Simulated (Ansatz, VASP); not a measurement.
## One calculation of B3As, two programs

```
B As
1.0
     3.41773    0.00000    0.00000
     0.00000    3.41773    0.00000
     0.00000    0.00000    3.28355
B As
3 1
Direct
  0.00000 0.50000 0.50000
  0.50000 0.00000 0.50000
  0.50000 0.50000 0.00000
  0.00000 0.00000 0.00000
```

Change from the starting cell: species swapped into the Ti3Ag type (P4/mmm, No. 123).

Alike in both runs: functional PBE; k mesh 4 × 4 × 6; occupations gaussian, width 0.1 eV; no spin polarisation.

Ansatz relaxed the structure, and its values are those at the end. VASP's run is a single point on that final structure, the one shown.

|  | VASP | Ansatz |
| --- | --- | --- |
| version | VASP 6.6.1 | Ansatz 0.2.0 |
| potentials or method | VASP PAW PBE potentials, release 64 (B, As), cutoff 520 eV | scalar-relativistic, plane waves, PAW |
| valence electrons in the cell | 14 | 24 |

```csv
,VASP,Ansatz,Ansatz less VASP
gap on the k mesh at the Fermi level (eV),none,none,-
pressure (GPa),0.2,-0.1,-0.35
```

A gap of «none» marks a metal or a gap that the smearing closes. VASP's potentials hold 14 valence electrons a cell and Ansatz's 24, so a difference there can come from the potentials and not from the codes.

The k mesh is coarse, so the values compare programs but aren't converged.
